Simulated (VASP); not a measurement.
# Ti: single point with r2SCAN+D3(BJ)

Crystal: Ti.

```xyz
2
Lattice="2.9500 0.0000 0.0000 -1.4750 2.5548 0.0000 0.0000 0.0000 4.6800" Properties=species:S:1:pos:R:3 pbc="T T T"
Ti    0.0000    1.7032    1.1700
Ti    1.4750    0.8516    3.5100
```

* Program: VASP 6.6.1
* Task: single point
* Functional: r2SCAN
* Dispersion: D3(BJ)
* Potentials or basis: VASP PAW PBE potentials, release 64 (Ti_sv)
* Cutoff: 550 eV
* k mesh: 7 × 7 × 4
* Occupations: fermi-dirac, width 0.15 eV
* Spin: no spin polarisation

```yaml
Pressure: -4.0 GPa
Band_gap_on_the_k_mesh: zero (band 12 reaches 9.10 eV, above the bottom of band 13 at 7.92 eV)
Dispersion_energy_per_atom: -0.280 eV
```

Levels at points of the mesh, in eV from the Fermi level:
```csv
k point,band 10,band 11,band 12,band 13,band 14,band 15
"(0.00, 0.00, 0.00)",-2.79,0.54,0.90,0.90,1.00,1.41
"(0.00, 0.00, 0.50)",-4.64,0.10,0.10,0.82,0.82,0.82
```

Run time: 42 s on 1 thread of Intel Xeon 6975P-C (shared host), peak memory 0.17 GiB.

Caveat: the PAW data sets were made with another functional, which shifts forces and pressure a little; pairwise dispersion overbinds metals, which lowers pressure and volume.
